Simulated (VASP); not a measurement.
# Ge (P-1) in VASP: single point with PBEsol

Aim: the single point of Ge with PBEsol.

Everything below comes from runs of VASP 6.6.1. Logs are shortened: lines on timing, memory, paths and dates and some standing lists are left out, and cuts for length are marked.

**1. The cell of the first run**

The typed cell holds 2 atoms: a = 2.667 Å, b = 2.774 Å, c = 5.094 Å, α = 90.36°, β = 90.43°, γ = 91.98°.

**2. Single point, PBEsol (atoms moved at random and the cell strained at random)**

Contents of INCAR:

```
PREC     = Accurate       # precision mode
ENCUT    = 520            # plane-wave cutoff, eV
EDIFF    = 1E-6           # SCF threshold, eV
ISMEAR   = 0              # smearing method
SIGMA    = 0.15           # smearing width, eV
LREAL    = False          # projectors in reciprocal space
LASPH    = True           # aspherical terms in the spheres
NELM     = 80             # most SCF steps
ALGO     = Normal         # electronic algorithm
ISIF     = 2              # what is computed and relaxed
LWAVE    = False          # write WAVECAR
LCHARG   = False          # write CHGCAR
GGA      = PS             # functional
NBANDS   = 21             # bands
```

Contents of KPOINTS:

```
regular mesh
0
Gamma
  12 12 8
```

Contents of POSCAR:

```
Ge
1.0
   -0.0459885578      0.0099959818     -2.6662252170
    2.7733763363      0.0089436615      0.0481200059
   -0.0162978987     -5.0943092877      0.0190597675
Ge
2
Direct
   -0.0221282367      0.5002130015      0.0083524732
    0.0221282367     -0.0002130015      0.4916475268
```

Potentials or basis: VASP PAW PBE potentials, release 64 (Ge_d).

Started as:

```sh
> cat potpaw_PBE.64/Ge_d/POTCAR > POTCAR
> mpirun -np 1 vasp_std > vasp.out
```

OUTCAR:

```text
PREC = Accurate
   ENCUT = 520
   EDIFF = 1E-6
   ISMEAR = 0
   LREAL = False
   LASPH = True
   NELM = 80
   ISIF = 2
   GGA = PS

 ion  position               nearest neighbor table
   1  0.978  0.500  0.008-   2 2.82   2 2.84
   2  0.022  1.000  0.492-   1 2.82   1 2.84

  LATTYP: Found a triclinic cell.
 ALAT       =     2.6666405410
 B/A-ratio  =     1.4676251363
 C/A-ratio  =     1.9104078463
 COS(alpha) =     0.0005590432
 COS(beta)  =     0.0074340675
 COS(gamma) =     0.7058791361

  Lattice vectors:

 A1 = (  -0.0459885578,   0.0099959818,  -2.6662252170)
 A2 = (  -2.8193648941,   0.0010523203,  -2.7143452229)
 A3 = (   0.0162978987,   5.0943092877,  -0.0190597675)

Analysis of symmetry for initial positions (statically):
=====================================================================
 Subroutine PRICEL returns:
 Original cell was already a primitive cell.

 Routine SETGRP: Setting up the symmetry group for a
 triclinic supercell.

 Subroutine GETGRP returns: Found  2 space group operations
 (whereof  1 operations were pure point group operations)
 out of a pool of  2 trial point group operations.

The static configuration has the point symmetry C_1 .
 The point group associated with its full space group is S_2 .

Analysis of symmetry for dynamics (positions and initial velocities):
=====================================================================
 Subroutine PRICEL returns:
 Original cell was already a primitive cell.

 Routine SETGRP: Setting up the symmetry group for a
 triclinic supercell.

 Subroutine GETGRP returns: Found  2 space group operations
 (whereof  1 operations were pure point group operations)
 out of a pool of  2 trial point group operations.

The dynamic configuration has the point symmetry C_1 .
 The point group associated with its full space group is S_2 .

 Subroutine INISYM returns: Found  2 space group operations
 (whereof  1 operations are pure point group operations),
 and found     1 'primitive' translations

----------------------------------------------------------------------------------------

                                     Primitive cell

  volume of cell :      37.6574

  direct lattice vectors                    reciprocal lattice vectors
    -0.045988558  0.009995982 -2.666225217     0.006514224 -0.001424532 -0.375179791
     2.773376336  0.008943662  0.048120006     0.360683148 -0.001177203 -0.006225680
    -0.016297899 -5.094309288  0.019059768     0.000646004 -0.196302327 -0.000747102

  length of vectors
     2.666640541  2.773808181  5.094371013     0.375239044  0.360738795  0.196304812

  position of ions in fractional coordinates (direct lattice)
     0.977871763  0.500213002  0.008352473
     0.022128237  0.999786998  0.491647527

  ion indices of the primitive-cell ions
   primitive index   ion index
                 1           1
                 2           2

----------------------------------------------------------------------------------------

 KPOINTS: regular mesh

Automatic generation of k-mesh.
 Grid dimensions read from file:
 generate k-points for:   12   12    8

 Generating k-lattice:

  Cartesian coordinates                     Fractional coordinates (reciprocal lattice)
     0.000542852 -0.000118711 -0.031264983     0.083333333  0.000000000  0.000000000
     0.030056929 -0.000098100 -0.000518807     0.000000000  0.083333333  0.000000000
     0.000080750 -0.024537791 -0.000093388     0.000000000  0.000000000  0.125000000

  Length of vectors
     0.031269920  0.030061566  0.024538101

  Shift w.r.t. Gamma in fractional coordinates (k-lattice)
     0.000000000  0.000000000  0.000000000

 Subroutine IBZKPT returns following result:
 ===========================================

 Found    580 irreducible k-points:

 Following reciprocal coordinates:
            Coordinates               Weight
  0.000000  0.000000  0.000000      1.000000
  0.083333  0.000000  0.000000      2.000000
  0.166667 -0.000000 -0.000000      2.000000
  0.250000  0.000000 -0.000000      2.000000
  0.333333  0.000000 -0.000000      2.000000
  0.416667 -0.000000  0.000000      2.000000
[... 16 lines left out ...]
  0.250000  0.166667  0.000000      2.000000
  0.333333  0.166667 -0.000000      2.000000
 [... further k-points ...]
   k-points           NKPTS =    580   k-points in BZ     NKDIM =    580   number of bands    NBANDS=     21
   number of dos      NEDOS =    301   number of ions     NIONS =      2
   total plane-waves  NPLWV =  19200
   dimension x,y,z NGX =    20 NGY =   24 NGZ =   40
   dimension x,y,z NGXF=    40 NGYF=   48 NGZF=   80
   ions per type =               2
   NGX,Y,Z   is equivalent  to a cutoff of  12.47, 14.38, 13.05 a.u.
   NGXF,Y,Z  is equivalent  to a cutoff of  24.94, 28.77, 26.11 a.u.
 SYSTEM =  unknown system
   PREC   = accura    normal or accurate (medium, high low for compatibility)
   ISTART =      0    job   : 0-new  1-cont  2-samecut
   ICHARG =      2    charge: 1-file 2-atom 10-const
   ISPIN  =      1    spin polarized calculation?
   LNONCOLLINEAR =      F non collinear calculations
   LSORBIT =      F    spin-orbit coupling
   LASPH  =      T    aspherical Exc in radial PAW
   ENCUT  =  520.0 eV  38.22 Ry    6.18 a.u.   4.96  5.16  9.47*2*pi/ulx,y,z
   NELM   =     80;   NELMIN=  2; NELMDL= -5     # of ELM steps
   EDIFF  = 0.1E-05   stopping-criterion for ELM
   LREAL  =      F    real-space projection
   EDIFFG = 0.1E-04   stopping-criterion for IOM
   NSW    =      0    number of steps for IOM
   IBRION =     -1    ionic relax: 0-MD 1-quasi-New 2-CG
   NFREE  =      0    steps in history (QN), initial steepest desc. (CG)
   ISIF   =      2    stress and relaxation
   ISYM   =      2    0-nonsym 1-usesym 2-fastsym
   POTIM  = 0.5000    time-step for ionic-motion
   TEBEG  =    0.0;   TEEND  =   0.0 temperature during run
   PSTRESS=    0.0 pullay stress
   NELECT =      28.0000    total number of electrons
   NUPDOWN=      -1.0000    fix difference up-down
   EMIN   =  10.00;   EMAX   =-10.00  energy-range for DOS
   EFERMI =   0.00;   METHOD = LEGACY
   ISMEAR =     0;   SIGMA  =   0.15  broadening in eV -4-tet -1-fermi 0-gaus
   EFERMI_NEDOS =   21; number of points for ismear=-14 and -15
   IALGO  =     38    algorithm
   IMIX   =      4    mixing-type and parameters
     AMIX     =   0.40;   BMIX     =  1.00
     AMIX_MAG =   1.60;   BMIX_MAG =  1.00
  volume/ion in A,a.u.               =      18.83       127.06
  Fermi-wavevector in a.u.,A,eV,Ry     =   1.483124  2.802698 29.928145  2.199657
  Thomas-Fermi vector in A             =   2.596825
   LORBIT       =      0    0 simple, 1 ext, 2 COOP (PROOUT), +10 PAW based schemes
   GGA     = PS    functional components
   LHFCALC =     F    Hartree Fock is set to
   AEXX    =    0.0000 exact exchange contribution
   IVDW    =     0    specifies the selected vdW correction
   LEPSILON=     F    determine dielectric tensor
   LRPA    =     F    only Hartree local field effects (RPA)
 non-spin polarized calculation
 Gauss-broadening in eV      SIGMA  =   0.15
  energy-cutoff  :      520.00
  volume of cell :       37.66
 maximum number of plane-waves:      1029
   NGX =  9   NGY = 11   NGZ = 19

 number of electron      28.0000001 magnetization

 Free energy of the ion-electron system (eV)
  ---------------------------------------------------
  ext. energy  EPLUGINS =         0.00000000
  ---------------------------------------------------
  free energy    TOTEN  =        -9.47781910 eV

  energy without entropy =       -9.46786900  energy(sigma->0) =       -9.47284405

 E-fermi :   6.5181     XC(G=0): -11.3881

 val. band max:        6.5158177167   @ k =   0.2500  -0.0000   0.3750
 cond. band min:       6.5200940522   @ k =  -0.2500   0.1667   0.0000
 fundamental gap:      0.0042763355
 Fermi energy:         6.5181430762

 k-point     1 :       0.0000    0.0000    0.0000
  band No.  band energies     occupation
      1     -18.1829      2.00000
      2     -18.1751      2.00000
      3     -18.1052      2.00000
      4     -18.0706      2.00000
      5     -18.0610      2.00000
      6     -17.9874      2.00000
[... 13 lines left out ...]
     20      17.3279      0.00000
     21      19.5253      0.00000

 k-point     2 :       0.0833    0.0000    0.0000
  band No.  band energies     occupation
      1     -18.1684      2.00000
      2     -18.1680      2.00000
      3     -18.1043      2.00000
      4     -18.0605      2.00000
      5     -18.0603      2.00000
      6     -17.9946      2.00000
[... 13 lines left out ...]
     20      18.6331      0.00000
     21      19.8169      0.00000

 k-point     3 :       0.1667   -0.0000   -0.0000
  band No.  band energies     occupation
      1     -18.1536      2.00000
      2     -18.1294      2.00000
      3     -18.1011      2.00000
      4     -18.0585      2.00000
      5     -18.0281      2.00000
      6     -18.0140      2.00000
[... 13 lines left out ...]
     20      16.9405      0.00000
     21      19.7234      0.00000

 k-point     4 :       0.2500    0.0000   -0.0000
  band No.  band energies     occupation
      1     -18.1409      2.00000
      2     -18.1017      2.00000
      3     -18.0717      2.00000
      4     -18.0559      2.00000
      5     -18.0404      2.00000
      6     -17.9780      2.00000
[... 13 lines left out ...]
     20      17.0776      0.00000
     21      20.3914      0.00000

 k-point     5 :       0.3333    0.0000   -0.0000
  band No.  band energies     occupation
      1     -18.1323      2.00000
      2     -18.0977      2.00000
      3     -18.0666      2.00000
      4     -18.0534      2.00000
      5     -18.0192      2.00000
      6     -17.9966      2.00000
[... 13 lines left out ...]
     20      17.9871      0.00000
     21      21.2259      0.00000
[... 382 lines left out ...]
     20      19.3627      0.00000
     21      20.1945      0.00000

 k-point    22 :       0.1667    0.1667    0.0000
  band No.  band energies     occupation
      1     -18.1132      2.00000
      2     -18.1097      2.00000
      3     -18.0716      2.00000
      4     -18.0676      2.00000
      5     -18.0299      2.00000
      6     -18.0100      2.00000
[... 13 lines left out ...]
     20      18.6559      0.00000
     21      20.2036      0.00000

 k-point    23 :       0.2500    0.1667    0.0000
  band No.  band energies     occupation
      1     -18.0972      2.00000
      2     -18.0725      2.00000
      3     -18.0651      2.00000
      4     -18.0529      2.00000
      5     -18.0352      2.00000
      6     -17.9897      2.00000
[... 13 lines left out ...]
     20      19.2602      0.00000
     21      20.7583      0.00000

 k-point    24 :       0.3333    0.1667   -0.0000
  band No.  band energies     occupation
      1     -18.0903      2.00000
      2     -18.0678      2.00000
      3     -18.0639      2.00000
      4     -18.0574      2.00000
      5     -18.0093      2.00000
      6     -18.0035      2.00000
[... 13 lines left out ...]
     20      18.7980      0.00000
     21      20.0762      0.00000

 [... further k-points ...]

------------------------ aborting loop because EDIFF is reached ----------------------------------------

  FORCE on cell =-STRESS in cart. coord.  units (eV):
  Direction    XX          YY          ZZ          XY          YZ          ZX
  --------------------------------------------------------------------------------------
  -------------------------------------------------------------------------------------
  Total        0.2252646     -0.8697342     -0.2803092      0.0017936      0.0689203     -0.4471307
  in kB        9.5841439    -37.0038498    -11.9260806      0.0763101      2.9322947    -19.0236960
  external PRESSURE =     -13.1152621 kB  Pullay stress =       0.0000000 kB

 VOLUME and BASIS-vectors are now :
 -----------------------------------------------------------------------------
  energy-cutoff  :      520.00
  volume of cell :       37.66
      direct lattice vectors                 reciprocal lattice vectors
    -0.045988558  0.009995982 -2.666225217     0.006514224 -0.001424532 -0.375179791
     2.773376336  0.008943662  0.048120006     0.360683148 -0.001177203 -0.006225680
    -0.016297899 -5.094309288  0.019059768     0.000646004 -0.196302327 -0.000747102

 POSITION                                       TOTAL-FORCE (eV/Angst)
 -----------------------------------------------------------------------------------
      1.34217     -0.02830     -2.58300        -0.002952      0.192142     -0.044997
      2.76376     -2.49544     -0.00152         0.002952     -0.192142      0.044997
 -----------------------------------------------------------------------------------
    total drift:                                0.000000     -0.000000     -0.000000

  FREE ENERGIE OF THE ION-ELECTRON SYSTEM (eV)
  ---------------------------------------------------
  free  energy   TOTEN  =        -9.4778191007 eV

  energy  without entropy=       -9.4678690040  energy(sigma->0) =       -9.47284405
```

It took 2.3 min on 1 thread of AMD EPYC 9R45 (Zen 5), shared host; peak memory 0.41 GiB.

Results:

- Free energy: -9.4778 eV
- Pressure: -1.3 GPa
- Largest force: 0.197 eV/Å
- Band gap on the k mesh: zero (bands 14 and 15 overlap by 7.49 eV)

Forces on the atoms (eV/Å):
```
Ge  -0.003  0.192 -0.045
Ge   0.003 -0.192  0.045
```

Stress tensor (GPa, compression positive):
```
 0.96  0.01 -1.90
 0.01 -3.70  0.29
-1.90  0.29 -1.19
```

Levels at points of the mesh, in eV from the Fermi level:
```
           k point  band 10  band 11  band 12  band 13  band 14  band 15  band 16  band 17  band 18  band 19
(0.00, 0.00, 0.00)   -24.44   -13.23    -8.66    -5.74     5.14     6.83     7.63     8.89     9.10     9.81
(0.50, 0.00, 0.00)   -24.38    -9.28    -6.01    -4.36    -2.49    -2.26     3.14     8.10    10.68    11.76
(0.00, 0.50, 0.00)   -24.47    -8.56    -8.55    -3.15    -3.14    -0.75    -0.72    10.55    10.75    14.88
(0.50, 0.50, 0.00)   -24.37    -4.56    -4.53    -1.93    -1.90     0.46     0.53     2.46     2.56     5.25
(0.00, 0.00, 0.50)   -24.45   -12.08   -11.54    -0.07     0.43     6.27     6.78     7.89     8.37    10.02
(0.50, 0.00, 0.50)   -24.42    -8.16    -7.56    -4.86    -4.44     3.41     4.09     8.19     8.21     9.24
(0.00, 0.50, 0.50)   -24.46    -8.00    -7.91    -5.56    -5.53     3.56     3.75     7.59     7.78    10.76
(0.50, 0.50, 0.50)   -24.37    -3.70    -3.60    -2.43    -2.41    -1.66    -1.59     3.45     3.51     6.62
```

Caveat: the cell differs from its parent crystal (atoms moved at random and the cell strained at random); the PAW data sets were made with another functional, which shifts forces and pressure a little.
